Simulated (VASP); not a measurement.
Set up this calculation in VASP 6.6.1, as the native input.

```
Task                   : relaxation of cell and atoms
Functional             : LDA
Potentials or basis    : VASP PAW LDA potentials, release 64 (Ge_d)
Cutoff                 : 600 eV
k mesh                 : 9 × 9 × 13
Occupations            : fermi-dirac, width 0.08 eV
Spin                   : no spin polarisation
Target pressure        : 130 GPa
Dipole correction      : no
Further INCAR settings : ALGO = Normal; EDIFF = 1e-07; IBRION = 2; EDIFFG = -0.005; NSW = 60; ISIF = 3
```

The structure of Ge lies in POSCAR:

```
Ge
1.0
    3.9121077607      0.0000000000      0.0000000000
   -1.9560538803      3.3879847031      0.0000000000
    0.0000000000      0.0000000000      2.4255068116
Ge
3
Direct
    0.0000000000      0.0000000000      0.0000000000
    0.3333333333      0.6666666667      0.5000000000
    0.6666666667      0.3333333333      0.5000000000
```

This isn't the form of Ge at room conditions, which is diamond.

One way to write it, as run:

INCAR

```
PREC     = Accurate       # precision mode
ENCUT    = 600            # plane-wave cutoff, eV
EDIFF    = 1E-7           # SCF threshold, eV
ISMEAR   = -1             # smearing method
SIGMA    = 0.08           # smearing width, eV
LREAL    = F              # projectors in reciprocal space
LASPH    = T              # aspherical terms in the spheres
NELM     = 60             # most SCF steps
ALGO     = Normal         # electronic algorithm
ISIF     = 3              # what is computed and relaxed
LWAVE    = F              # write WAVECAR
LCHARG   = F              # write CHGCAR
GGA      = CA             # functional
IBRION   = 2              # ionic algorithm
NSW      = 60             # ionic steps
EDIFFG   = -0.005         # ionic threshold
PSTRESS  = 1300.0
```

KPOINTS

```
regular mesh
0
Gamma
  9 9 13
```

Potentials or basis: VASP PAW LDA potentials, release 64 (Ge_d).

Command:

```console
$ cat potpaw_LDA.64/Ge_d/POTCAR > POTCAR
$ mpirun -np 1 vasp_std > vasp.out
```

Results of the run:

```yaml
Relaxed_volume: 10.75 Å³/atom
Relaxed_cell: a = 3.985 Å, b = 3.985 Å, c = 2.345 Å, α = 90.00°, β = 90.00°, γ = 120.00°
Space_group_after_relaxing_to_0.1_Å: P6/mmm (No. 191)
Energy_change_on_relaxing_the_run_minimises_the_enthalpy: -62.2 meV/atom
Ionic_steps: 9
Pressure_after_relaxing: 130.0 GPa
Band_gap_on_the_k_mesh: zero (bands 21 and 22 overlap by 10.18 eV)
```

Caveat: the cell is relaxed towards a set pressure, so the run minimises the enthalpy, not the energy.

Wall time 6.6 min on 1 thread of Intel Xeon 8259CL, on a shared host, peak memory 0.19 GiB.
